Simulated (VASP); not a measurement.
# Au (Fm-3m) in VASP: a series of runs

Au is run at these levels: LDA; tasks: single point.

Program: VASP 6.6.1. These are calculated values, not measurements. Logs are shortened: lines on timing, memory, paths and dates and some standing lists are left out, and cuts for length are marked.

**1. The cell of the first run**

It takes space group Fm-3m (No. 225, cubic). The conventional cell has a = 4.046 Å, b = 4.046 Å, c = 4.046 Å, α = 90.00°, β = 90.00°, γ = 90.00°. Au (site symmetry m-3m) has 12 Au at 2.86 Å within 3.8 Å.

**2. Single point, LDA**

The input, INCAR:

```
SYSTEM = Au
ALGO = Normal
EDIFF = 1E-7
ENCUT = 520
ISIF = 2
ISMEAR = -1
LASPH = .True.
LCHARG = .False.
LREAL = .False.
LWAVE = .False.
NBANDS = 12
NELM = 100
PREC = Accurate
SIGMA = 0.6
```

The input, KPOINTS:

```
k-points
0
Gamma
  13 13 13
  0 0 0
```

The input, POSCAR:

```
Au
1.0
    0.0000000000      2.0229622709      2.0229622709
    2.0229622709      0.0000000000      2.0229622709
    2.0229622709      2.0229622709      0.0000000000
Au
1
Direct
    0.0000000000      0.0000000000      0.0000000000
```

Potentials or basis: VASP PAW LDA potentials, release 64 (Au).

Run with:

```
cat potpaw_LDA.64/Au/POTCAR > POTCAR
mpirun -np 1 vasp_std > vasp.out
```

OUTCAR:

```text
SYSTEM = Au
   EDIFF = 1E-7
   ENCUT = 520
   ISIF = 2
   ISMEAR = -1
   LASPH = .True.
   LREAL = .False.
   NELM = 100
   PREC = Accurate

 ion  position               nearest neighbor table
   1  0.000  0.000  0.000-

  LATTYP: Found a face centered cubic cell.
 ALAT       =     4.0459245418

  Lattice vectors:

 A1 = (   0.0000000000,   2.0229622709,   2.0229622709)
 A2 = (   2.0229622709,   0.0000000000,   2.0229622709)
 A3 = (   2.0229622709,   2.0229622709,   0.0000000000)

Analysis of symmetry for initial positions (statically):
=====================================================================
 Subroutine PRICEL returns:
 Original cell was already a primitive cell.

 Routine SETGRP: Setting up the symmetry group for a
 face centered cubic supercell.

 Subroutine GETGRP returns: Found 48 space group operations
 (whereof 48 operations were pure point group operations)
 out of a pool of 48 trial point group operations.

The static configuration has the point symmetry O_h .

Analysis of symmetry for dynamics (positions and initial velocities):
=====================================================================
 Subroutine PRICEL returns:
 Original cell was already a primitive cell.

 Routine SETGRP: Setting up the symmetry group for a
 face centered cubic supercell.

 Subroutine GETGRP returns: Found 48 space group operations
 (whereof 48 operations were pure point group operations)
 out of a pool of 48 trial point group operations.

The dynamic configuration has the point symmetry O_h .

 Subroutine INISYM returns: Found 48 space group operations
 (whereof 48 operations are pure point group operations),
 and found     1 'primitive' translations

----------------------------------------------------------------------------------------

                                     Primitive cell

  volume of cell :      16.5574

  direct lattice vectors                    reciprocal lattice vectors
     0.000000000  2.022962271  2.022962271    -0.247162296  0.247162296  0.247162296
     2.022962271  0.000000000  2.022962271     0.247162296 -0.247162296  0.247162296
     2.022962271  2.022962271  0.000000000     0.247162296  0.247162296 -0.247162296

  length of vectors
     2.860900680  2.860900680  2.860900680     0.428097655  0.428097655  0.428097655

  position of ions in fractional coordinates (direct lattice)
     0.000000000  0.000000000  0.000000000

  ion indices of the primitive-cell ions
   primitive index   ion index
                 1           1

----------------------------------------------------------------------------------------

 KPOINTS: k-points

Automatic generation of k-mesh.
 Grid dimensions read from file:
 generate k-points for:   13   13   13

 Generating k-lattice:

  Cartesian coordinates                     Fractional coordinates (reciprocal lattice)
    -0.019012484  0.019012484  0.019012484     0.076923077  0.000000000  0.000000000
     0.019012484 -0.019012484  0.019012484     0.000000000  0.076923077  0.000000000
     0.019012484  0.019012484 -0.019012484     0.000000000  0.000000000  0.076923077

  Length of vectors
     0.032930589  0.032930589  0.032930589

  Shift w.r.t. Gamma in fractional coordinates (k-lattice)
     0.000000000  0.000000000  0.000000000

 Subroutine IBZKPT returns following result:
 ===========================================

 Found     84 irreducible k-points:

 Following reciprocal coordinates:
            Coordinates               Weight
  0.000000  0.000000  0.000000      1.000000
  0.076923  0.000000  0.000000      8.000000
  0.153846  0.000000  0.000000      8.000000
  0.230769  0.000000  0.000000      8.000000
  0.307692  0.000000  0.000000      8.000000
  0.384615  0.000000  0.000000      8.000000
[... 16 lines left out ...]
  0.384615  0.153846  0.000000     24.000000
  0.461538  0.153846  0.000000     24.000000
 [... further k-points ...]
   k-points           NKPTS =     84   k-points in BZ     NKDIM =     84   number of bands    NBANDS=     12
   number of dos      NEDOS =    301   number of ions     NIONS =      1
   total plane-waves  NPLWV =  13824
   dimension x,y,z NGX =    24 NGY =   24 NGZ =   24
   dimension x,y,z NGXF=    48 NGYF=   48 NGZF=   48
   ions per type =               1
   NGX,Y,Z   is equivalent  to a cutoff of  13.95, 13.95, 13.95 a.u.
   NGXF,Y,Z  is equivalent  to a cutoff of  27.89, 27.89, 27.89 a.u.
 SYSTEM =  Au
   PREC   = accura    normal or accurate (medium, high low for compatibility)
   ISTART =      0    job   : 0-new  1-cont  2-samecut
   ICHARG =      2    charge: 1-file 2-atom 10-const
   ISPIN  =      1    spin polarized calculation?
   LNONCOLLINEAR =      F non collinear calculations
   LSORBIT =      F    spin-orbit coupling
   LASPH  =      T    aspherical Exc in radial PAW
   ENCUT  =  520.0 eV  38.22 Ry    6.18 a.u.   5.32  5.32  5.32*2*pi/ulx,y,z
   NELM   =    100;   NELMIN=  2; NELMDL= -5     # of ELM steps
   EDIFF  = 0.1E-06   stopping-criterion for ELM
   LREAL  =      F    real-space projection
   EDIFFG = 0.1E-05   stopping-criterion for IOM
   NSW    =      0    number of steps for IOM
   IBRION =     -1    ionic relax: 0-MD 1-quasi-New 2-CG
   NFREE  =      0    steps in history (QN), initial steepest desc. (CG)
   ISIF   =      2    stress and relaxation
   ISYM   =      2    0-nonsym 1-usesym 2-fastsym
   POTIM  = 0.5000    time-step for ionic-motion
   TEBEG  =    0.0;   TEEND  =   0.0 temperature during run
   PSTRESS=    0.0 pullay stress
   NELECT =      11.0000    total number of electrons
   NUPDOWN=      -1.0000    fix difference up-down
   EMIN   =  10.00;   EMAX   =-10.00  energy-range for DOS
   EFERMI =   0.00;   METHOD = LEGACY
   ISMEAR =    -1;   SIGMA  =   0.60  broadening in eV -4-tet -1-fermi 0-gaus
   EFERMI_NEDOS =   21; number of points for ismear=-14 and -15
   IALGO  =     38    algorithm
   IMIX   =      4    mixing-type and parameters
     AMIX     =   0.40;   BMIX     =  1.00
     AMIX_MAG =   1.60;   BMIX_MAG =  1.00
  volume/ion in A,a.u.               =      16.56       111.74
  Fermi-wavevector in a.u.,A,eV,Ry     =   1.428481  2.699439 27.763495  2.040559
  Thomas-Fermi vector in A             =   2.548539
   LORBIT       =      0    0 simple, 1 ext, 2 COOP (PROOUT), +10 PAW based schemes
   GGA     = CA    functional components
   LHFCALC =     F    Hartree Fock is set to
   AEXX    =    0.0000 exact exchange contribution
   IVDW    =     0    specifies the selected vdW correction
   LEPSILON=     F    determine dielectric tensor
   LRPA    =     F    only Hartree local field effects (RPA)
 non-spin polarized calculation
  energy-cutoff  :      520.00
  volume of cell :       16.56
 maximum number of plane-waves:       459
 NGX is ok and might be reduce to    24
   NGX = 11   NGY = 11   NGZ = 11

 number of electron      10.9999999 magnetization

 Free energy of the ion-electron system (eV)
  ---------------------------------------------------
  ext. energy  EPLUGINS =         0.00000000
  ---------------------------------------------------
  free energy    TOTEN  =        -4.63657059 eV

  energy without entropy =       -4.18601562  energy(sigma->0) =       -4.41129311

 E-fermi :   9.9318     XC(G=0): -13.1578

 val. band max:        9.8135199602   @ k =   0.4615   0.3077   0.0000
 cond. band min:      10.0773048560   @ k =  -0.3077   0.2308   0.0000
 fundamental gap:      0.2637848959
 Fermi energy:         9.9317566968

 k-point     1 :       0.0000    0.0000    0.0000
  band No.  band energies     occupation
      1      -0.4419      2.00000
      2       4.8719      1.99956
      3       4.8719      1.99956
      4       4.8719      1.99956
      5       6.4847      1.99362
      6       6.4847      1.99362
      7      24.2288      0.00000
      8      28.3478      0.00000
      9      28.3478      0.00000
     10      28.3478      0.00000
     11      33.4820      0.00000
     12      38.3608      0.00000

 k-point     2 :       0.0769    0.0000    0.0000
  band No.  band energies     occupation
      1      -0.2306      2.00000
      2       4.8020      1.99961
      3       4.9453      1.99951
      4       4.9453      1.99951
      5       6.4517      1.99396
      6       6.4517      1.99396
      7      24.4854      0.00000
      8      27.1295      0.00000
      9      28.6117      0.00000
     10      28.6117      0.00000
     11      34.3649      0.00000
     12      36.4221      0.00000

 k-point     3 :       0.1538    0.0000    0.0000
  band No.  band energies     occupation
      1       0.3668      2.00000
      2       4.6576      1.99970
      3       5.1060      1.99936
      4       5.1060      1.99936
      5       6.4193      1.99428
      6       6.4193      1.99428
      7      24.4826      0.00000
      8      25.3708      0.00000
      9      29.3162      0.00000
     10      29.3162      0.00000
     11      32.7189      0.00000
     12      35.0365      0.00000
[... 286 lines left out ...]
 k-point    23 :       0.3846    0.1538    0.0000
  band No.  band energies     occupation
      1       2.5780      1.99999
      2       4.4806      1.99977
      3       4.8347      1.99959
      4       5.5541      1.99864
      5       7.5702      1.96169
      6       7.8740      1.93724
      7      18.0794      0.00000
      8      24.9558      0.00000
      9      25.3926      0.00000
     10      27.1288      0.00000
     11      33.5478      0.00000
     12      34.6239      0.00000

 k-point    24 :       0.4615    0.1538    0.0000
  band No.  band energies     occupation
      1       2.6826      1.99999
      2       4.5435      1.99975
      3       5.3762      1.99899
      4       5.4126      1.99893
      5       7.7889      1.94530
      6       9.4189      1.40315
      7      15.1072      0.00036
      8      24.0770      0.00000
      9      25.2522      0.00000
     10      26.1440      0.00000
     11      34.9356      0.00000
     12      35.9992      0.00000

 [... further k-points ...]
[... 5 lines left out ...]
  --------------------------------------------------------------------------------------
  -------------------------------------------------------------------------------------
  Total        0.2560001      0.2560001      0.2560001     -0.0000000      0.0000000     -0.0000000
  in kB       24.7717926     24.7717926     24.7717926     -0.0000000      0.0000000     -0.0000000
  external PRESSURE =      24.7717926 kB  Pullay stress =       0.0000000 kB

 VOLUME and BASIS-vectors are now :
 -----------------------------------------------------------------------------
  energy-cutoff  :      520.00
  volume of cell :       16.56
      direct lattice vectors                 reciprocal lattice vectors
     0.000000000  2.022962271  2.022962271    -0.247162296  0.247162296  0.247162296
     2.022962271  0.000000000  2.022962271     0.247162296 -0.247162296  0.247162296
     2.022962271  2.022962271  0.000000000     0.247162296  0.247162296 -0.247162296

 POSITION                                       TOTAL-FORCE (eV/Angst)
 -----------------------------------------------------------------------------------
      0.00000      0.00000      0.00000        -0.000000      0.000000     -0.000000
 -----------------------------------------------------------------------------------
    total drift:                               -0.000000      0.000000      0.000000

  FREE ENERGIE OF THE ION-ELECTRON SYSTEM (eV)
  ---------------------------------------------------
  free  energy   TOTEN  =        -4.6365705923 eV

  energy  without entropy=       -4.1860156236  energy(sigma->0) =       -4.41129311
```

It took 8.2 s on 1 thread of Intel Xeon Platinum 8488C (Sapphire Rapids), shared host; peak memory 0.14 GiB.

What came out:

```yaml
Free_energy: -4.6366 eV
Pressure: 2.5 GPa
```

Caveat: spin-orbit coupling is left out, which moves the levels of the heavy elements.

**3. Single point, LDA**

The input, INCAR:

```
SYSTEM = Au
ALGO     = Normal         ! electronic algorithm
EDIFF    = 1E-6           ! SCF threshold, eV
ENCUT    = 520            ! plane-wave cutoff, eV
ISIF     = 2              ! what is computed and relaxed
ISMEAR   = -1             ! smearing method
LASPH    = .TRUE.         ! aspherical terms in the spheres
LCHARG   = .FALSE.        ! write CHGCAR
LREAL    = .FALSE.        ! projectors in reciprocal space
LWAVE    = .FALSE.        ! write WAVECAR
NBANDS   = 12             ! bands
NELM     = 60             ! most SCF steps
PREC     = Accurate       ! precision mode
SIGMA    = 1.0            ! smearing width, eV
```

The input, KPOINTS:

```
k-points
0
G
  13 13 13
  0 0 0
```

POSCAR is that of step 2.

Potentials or basis: VASP PAW LDA potentials, release 64 (Au).

Run with:

```
cat potpaw_LDA.64/Au/POTCAR > POTCAR
mpirun -np 1 vasp_std > vasp.out
```

Wall time 6.3 s (1 thread of Intel Xeon Platinum 8488C (Sapphire Rapids), shared host); peak memory 0.14 GiB.

It converged, with:

* Free energy: -5.0941 eV
* Pressure: 7.8 GPa

Levels at points of the mesh, in eV from the Fermi level:
| k point | band 3 | band 4 | band 5 | band 6 | band 7 | band 8 | band 9 | band 10 |
| --- | --- | --- | --- | --- | --- | --- | --- | --- |
| (0.00, 0.00, 0.00) | -5.48 | -5.48 | -3.88 | -3.88 | 13.96 | 18.07 | 18.07 | 18.07 |

Caveat: spin-orbit coupling is left out, which moves the levels of the heavy elements.

(Part 1 of 2 ends here.)
